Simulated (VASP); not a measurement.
NaNiO2, 4 atoms in the cell. It takes space group R-3m (No. 166, trigonal). Conventional cell: a = 2.945 Å, b = 2.945 Å, c = 15.519 Å, α = 90.00°, β = 90.00°, γ = 120.00°. Within 3.1 Å of Na (site symmetry -3m) lie 6 O at 2.33 Å and 6 Na at 2.95 Å and 6 Ni at 3.10 Å. Within 2.6 Å of Ni (site symmetry -3m) lie 6 O at 1.97 Å. O (site symmetry 3m) has 3 Ni at 1.97 Å and 3 Na at 2.33 Å within 2.6 Å. 

```yaml
Program: VASP 6.6.1
Task: single point
Functional: PBEsol
Potentials_or_basis: VASP PAW PBE potentials, release 64 (Na_pv, Ni, O)
Cutoff: 600 eV
k_mesh: 6 × 6 × 6
Occupations: gaussian, width 0.1 eV
Spin: collinear spin, ferromagnetic start
Starting_moments: "[0.0, 2.0, 0.0, 0.0] μB"
Dipole_correction: no
Further_INCAR_settings: ALGO = Normal; EDIFF = 1e-06; NBANDS = 26
```

Potentials or basis: VASP PAW PBE potentials, release 64 (Na_pv, Ni, O).

The run is started by

```sh
$ cat potpaw_PBE.64/Na_pv/POTCAR potpaw_PBE.64/Ni/POTCAR potpaw_PBE.64/O/POTCAR > POTCAR
$ mpirun -np 1 vasp_std > vasp.out
```

Hardware: 1 thread of Intel(R) Xeon(R) Platinum 8488C (Sapphire Rapids), with other jobs on the host.

Task: Estimate the wall time of this run.

Result: It took 5.1 min on 1 thread of Intel(R) Xeon(R) Platinum 8488C (Sapphire Rapids), on a shared host, peak memory 0.43 GiB. Counts: scf iterations 16, k points 32.
